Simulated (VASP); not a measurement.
SiC (Moissanite 3C):

```
CELL_PARAMETERS angstrom
0.00000 2.14955 2.14955
2.14955 0.00000 2.14955
2.14955 2.14955 0.00000
ATOMIC_POSITIONS crystal
Si 0.00000 0.00000 0.00000
C 0.75000 0.75000 0.75000
```

Base run:

```yaml
Program: VASP 6.6.1
Functional: PBEsol
Potentials_or_basis: VASP PAW PBE potentials, release 64 (Si, C)
Cutoff: 520 eV
k_mesh: 10 × 10 × 10
Occupations: fermi-dirac, width 0.05 eV
Spin: no spin polarisation
```

Its results: band gap on the k mesh 1.20 eV, indirect (least direct gap 4.48 eV); pressure 10.0 GPa.

Q: After a change of settings the same cell gave: band gap on the k mesh 1.32 eV, indirect (least direct gap 4.58 eV); pressure 16.0 GPa. Which change was it?
A. functional from PBEsol to r2SCAN; cutoff from 520 eV to 660 eV; dispersion from none to rVV10
B. functional from PBEsol to BLYP; cutoff from 520 eV to 600 eV; dispersion from none to D4
C. functional from PBEsol to RPBE; cutoff from 520 eV to 600 eV
D. functional from PBEsol to revPBE; cutoff from 520 eV to 600 eV; dispersion from none to D3(BJ)

A: C.

RPBE binds less tightly than PBEsol, so the same cell stands under more pressure.

Caveats: the PAW data sets were made with another functional, which shifts forces and pressure a little.
